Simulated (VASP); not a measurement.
Here is a VASP 6.6.1 calculation.

File POSCAR:

```
MgO
1.0
    0.0000000000      2.1245000000      2.1245000000
    2.1245000000      0.0000000000      2.1245000000
    2.1245000000      2.1245000000      0.0000000000
Mg O
1 1
Direct
    0.0000000000      0.0000000000      0.0000000000
    0.5000000000      0.5000000000      0.5000000000
```

File INCAR.step1:

```
ALGO     = Normal         # electronic algorithm
EDIFF    = 1E-5           # SCF threshold, eV
EDIFFG   = -0.005         # ionic threshold
ENCUT    = 660            # plane-wave cutoff, eV
GGA      = PE             # functional
GGA_COMPAT= False        
IBRION   = 2              # ionic algorithm
ISIF     = 3              # what is computed and relaxed
ISMEAR   = 0              # smearing method
LASPH    = True           # aspherical terms in the spheres
LCHARG   = False          # write CHGCAR
LREAL    = False          # projectors in reciprocal space
LWAVE    = True           # write WAVECAR
NELM     = 120            # most SCF steps
NELMIN   = 4            
NSW      = 100            # ionic steps
PREC     = Accurate       # precision mode
SIGMA    = 0.02           # smearing width, eV
```

File INCAR.step2:

```
ALGO     = Normal         # electronic algorithm
EDIFF    = 1E-7           # SCF threshold, eV
EDIFFG   = -0.002         # ionic threshold
ENCUT    = 660            # plane-wave cutoff, eV
GGA_COMPAT= False        
IBRION   = 2              # ionic algorithm
ISIF     = 3              # what is computed and relaxed
ISMEAR   = 0              # smearing method
ISTART   = 1            
LASPH    = True           # aspherical terms in the spheres
LCHARG   = False          # write CHGCAR
LMIXTAU  = True         
LREAL    = False          # projectors in reciprocal space
LWAVE    = False          # write WAVECAR
METAGGA  = R2SCAN         # meta-GGA
NELM     = 120            # most SCF steps
NELMIN   = 4            
NSW      = 100            # ionic steps
PREC     = Accurate       # precision mode
SIGMA    = 0.02           # smearing width, eV
```

File KPOINTS:

```
k-points
0
Gamma
  10 10 10
```

Potentials or basis: VASP PAW PBE potentials, release 64 (Mg_sv, O).

The run is started by

```bash
$ cat potpaw_PBE.64/Mg_sv/POTCAR potpaw_PBE.64/O/POTCAR > POTCAR
$ cp INCAR.step1 INCAR
$ mpirun -np 1 vasp_std > vasp.out
$ cp INCAR.step2 INCAR
$ mpirun -np 1 vasp_std > vasp.out
```

Task: What does it give for the relaxed cell?

Result: a = 2.972 Å, b = 2.972 Å, c = 2.972 Å, α = 60.00°, β = 60.00°, γ = 60.00°.

Task: Estimate the relaxed volume.

Result: 9.28 Å³/atom.

Task: Predict the band gap on the k mesh.

Result: 5.72 eV.

Task: Estimate the space group after relaxing (to 0.1 Å).

Result: Fm-3m (No. 225).

Final structure:
```cif
data_structure
_symmetry_space_group_name_H-M 'P 1'
_symmetry_Int_Tables_number 1
_cell_length_a 2.9716
_cell_length_b 2.9716
_cell_length_c 2.9716
_cell_angle_alpha 60.000
_cell_angle_beta 60.000
_cell_angle_gamma 60.000
_cell_volume 18.56
loop_
_atom_site_label
_atom_site_type_symbol
_atom_site_fract_x
_atom_site_fract_y
_atom_site_fract_z
_atom_site_occupancy
Mg1 Mg 0.00000 0.00000 0.00000 1
O1 O 0.50000 0.50000 0.50000 1
```

Caveat: the PAW data sets were made with another functional, which shifts forces and pressure a little. r2SCAN opens gaps a little over a GGA but as a rule still falls short of measured ones.
